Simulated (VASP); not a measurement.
# MgO (nc.b): single point with PBE

The system is MgO (nc.b).

```
Mg O
1.0
     0.00000    2.16923    2.16923
     2.16923    0.00000    2.16923
     2.16923    2.16923    0.00000
Mg O
1 1
Direct
  0.00000 0.00000 0.00000
  0.50000 0.50000 0.50000
```

This cell differs from its parent crystal: volume scaled by 1.06.

- Program: VASP 6.6.1
- Task: single point
- Functional: PBE
- Potentials or basis: VASP PAW PBE potentials, release 64 (Mg, O)
- Cutoff: 600 eV
- k mesh: 10 × 10 × 10
- Occupations: gaussian, width 0.02 eV
- Spin: no spin polarisation

```
Pressure               : -8.8 GPa
Band gap on the k mesh : 3.91 eV, direct
```

Levels at points of the mesh, in eV from the valence-band top:
```
           k point  band 2  band 3  band 4  band 5  band 6  band 7
(0.00, 0.00, 0.00)    0.00    0.00    0.00    3.91   15.30   15.30
(0.50, 0.00, 0.00)   -4.24   -0.56   -0.56    7.35   11.61   15.41
(0.50, 0.50, 0.00)   -3.73   -1.23   -1.23    9.00    9.04   12.18
```

Run time: 13 s on 1 thread of AMD EPYC 7R43 64-Core Processor (Zen 3) (shared host), peak memory 0.13 GiB.
